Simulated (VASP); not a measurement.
Crystal: TaN.

```
CELL_PARAMETERS angstrom
5.19100 0.00000 0.00000
-2.59550 4.49554 0.00000
0.00000 0.00000 2.90800
ATOMIC_POSITIONS crystal
Ta 0.00000 0.00000 0.00000
Ta 0.33333 0.66667 0.50000
Ta 0.66667 0.33333 0.50000
N 0.50000 0.00000 0.00000
N 0.00000 0.50000 0.00000
N 0.50000 0.50000 0.00000
```

Base run:

```yaml
Program: VASP 6.6.1
Functional: LDA
Potentials_or_basis: VASP PAW LDA potentials, release 64 (Ta_sv_GW, N)
Cutoff: 600 eV
k_mesh: 5 × 5 × 8
Occupations: fermi-dirac, width 0.1 eV
Spin: no spin polarisation
```

Its results: band gap on the k mesh zero (band 27 reaches 12.74 eV, above the bottom of band 28 at 10.60 eV); pressure -4.3 GPa.

Q: The run is repeated on the same cell with these changes: potentials or basis from VASP PAW LDA potentials, release 64 (Ta_sv_GW, N) to VASP PAW LDA potentials, release 64 (Ta_pv, N); cutoff from 600 eV to 520 eV; further incar settings from ALGO = Normal; EDIFF = 1e-06; NBANDS = 36 to ALGO = Normal; EDIFF = 1e-06; NBANDS = 33; valence electrons from 54 to 48. What comes out?

A: Band gap on the k mesh zero (band 24 reaches 8.91 eV, above the bottom of band 25 at 6.76 eV); pressure -3.6 GPa.

Caveats: spin-orbit coupling is left out, which moves the levels of the heavy elements.
